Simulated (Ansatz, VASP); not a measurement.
Two plane-wave programs on Pb3F2

```
CELL_PARAMETERS angstrom
4.35435 0.00000 0.00000
-2.17718 3.77098 0.00000
0.00000 0.00000 6.77467
ATOMIC_POSITIONS crystal
Pb 0.00000 0.00000 0.00000
Pb 0.33333 0.66667 0.64500
Pb 0.66667 0.33333 0.35500
F 0.33333 0.66667 0.24500
F 0.66667 0.33333 0.75500
```

Alike in both runs: task relaxation of cell and atoms; functional PBE; k mesh 6 × 6 × 4; occupations gaussian, width 0.1 eV; no spin polarisation.

|  | VASP | Ansatz |
| --- | --- | --- |
| version | VASP 6.6.1 | Ansatz 0.2.0 |
| potentials or method | VASP PAW PBE potentials, release 64 (Pb_d, F), cutoff 600 eV | scalar-relativistic, plane waves, PAW |
| valence electrons in the cell | 56 | 56 |

Ansatz gave:

* gap on the k mesh at the Fermi level, each at its own relaxed structure (eV): none
* relaxed volume (Å³/atom): 25.32
* relaxed length of the cell vector where the two differ most in proportion (Å): 9.075

What did VASP give for the same quantities?

gap on the k mesh at the Fermi level, each at its own relaxed structure (eV): none; relaxed volume (Å³/atom): 24.75; relaxed length of the cell vector where the two differ most in proportion (Å): 8.693.

A gap of «none» marks a metal or a gap that the smearing closes.

Neither program's run includes spin-orbit coupling.
